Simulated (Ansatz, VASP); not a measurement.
**ReF3 in VASP and in Ansatz**

```
Re F
1.0
     4.07274    0.00000    0.00000
     0.00000    4.07274    0.00000
     0.00000    0.00000    4.07274
Re F
1 3
Direct
  0.00000 0.00000 0.00000
  0.50000 0.00000 0.00000
  0.00000 0.00000 0.50000
  0.00000 0.50000 0.00000
```

Alike in both runs: task single point; functional PBEsol; k mesh 10 × 10 × 10; occupations gaussian, width 0.05 eV; collinear spin.

```csv
,VASP,Ansatz
version,VASP 6.6.1,Ansatz 0.2.0
potentials or method,"VASP PAW PBE potentials, release 64 (Re, F), cutoff 520 eV","scalar-relativistic, plane waves, PAW"
valence electrons in the cell,28,36
```

|  | VASP | Ansatz | Ansatz less VASP |
| --- | --- | --- | --- |
| gap on the k mesh at the Fermi level (eV) | none | none | - |
| pressure (GPa) | -3.5 | -4.4 | -0.86 |
| net moment per atom (μB) | 0.48 | 0.49 | +0.006 |
| size of the moment on the site where the two differ most (μB) | 1.61 | 0.99 | -0.617 |

VASP's potentials were made for PBE, not for PBEsol. Site moments also hang on the region over which each program counts them. A gap of «none» marks a metal or a gap that the smearing closes. VASP's potentials hold 28 valence electrons a cell and Ansatz's 36, so a difference there can come from the potentials and not from the codes.

Neither program's run includes spin-orbit coupling.
